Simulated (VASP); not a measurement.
Set up this calculation in VASP 6.6.1, as the native input.

* Task: single point
* Functional: r2SCAN
* Potentials or basis: VASP PAW PBE potentials, release 64 (Zr_sv, H)
* Cutoff: 520 eV
* k mesh: 7 × 7 × 4
* Occupations: methfessel-paxton, width 0.1 eV
* Spin: no spin polarisation
* Dipole correction: no
* Further INCAR settings: ALGO = Normal; EDIFF = 1e-07; NBANDS = 21

The system is ZrH.

```
CELL_PARAMETERS angstrom
3.24279 0.00000 0.00000
0.00000 3.24279 0.00000
0.00000 0.00000 4.94800
ATOMIC_POSITIONS crystal
Zr 0.00000 0.50000 0.00000
Zr 0.50000 0.00000 0.50000
H 0.00000 0.00000 0.75000
H 0.00000 0.00000 0.25000
```

The input as run:

POSCAR

```
ZrH
1.0
    3.2427920000      0.0000000000      0.0000000000
    0.0000000000      3.2427920000      0.0000000000
    0.0000000000      0.0000000000      4.9480000000
Zr H
2 2
Direct
    0.0000000000      0.5000000000      0.0000000000
    0.5000000000      0.0000000000      0.5000000000
    0.0000000000      0.0000000000      0.7500000000
    0.0000000000      0.0000000000      0.2500000000
```

INCAR.step1

```
SYSTEM = ZrH
PREC = Accurate
ENCUT = 520
ISMEAR = 1
SIGMA = 0.1
LREAL = .False.
LASPH = .True.
NELM = 60
NBANDS = 21
GGA = PE
ALGO = Normal
EDIFF = 1E-4
LWAVE = .True.
LCHARG = .False.
```

INCAR.step2

```
SYSTEM = ZrH
PREC = Accurate
ENCUT = 520
EDIFF = 1E-7
ISMEAR = 1
SIGMA = 0.1
LREAL = .False.
LASPH = .True.
NELM = 60
ALGO = Normal
ISIF = 2
LWAVE = .False.
LCHARG = .True.
METAGGA = R2SCAN
LMIXTAU = .True.
LELF = .True.
LVHAR = .True.
NBANDS = 21
ISTART = 1
```

KPOINTS

```
regular mesh
0
Gamma
  7 7 4
  0 0 0
```

Potentials or basis: VASP PAW PBE potentials, release 64 (Zr_sv, H).

Command:

```sh
$ cat potpaw_PBE.64/Zr_sv/POTCAR potpaw_PBE.64/H/POTCAR > POTCAR
$ cp INCAR.step1 INCAR
$ mpirun -np 1 vasp_std > vasp.out
$ cp INCAR.step2 INCAR
$ mpirun -np 1 vasp_std > vasp.out
```

It gave:

```yaml
Pressure: 1.0 GPa
Band_gap_on_the_k_mesh: zero (band 13 reaches 8.68 eV, above the bottom of band 14 at 7.68 eV)
```

Caveat: the PAW data sets were made with another functional, which shifts forces and pressure a little.

Wall time 68 s on 1 thread of Intel(R) Xeon(R) Platinum 8375C CPU @ 2.90GHz (Ice Lake) (shared host), peak memory 0.18 GiB.
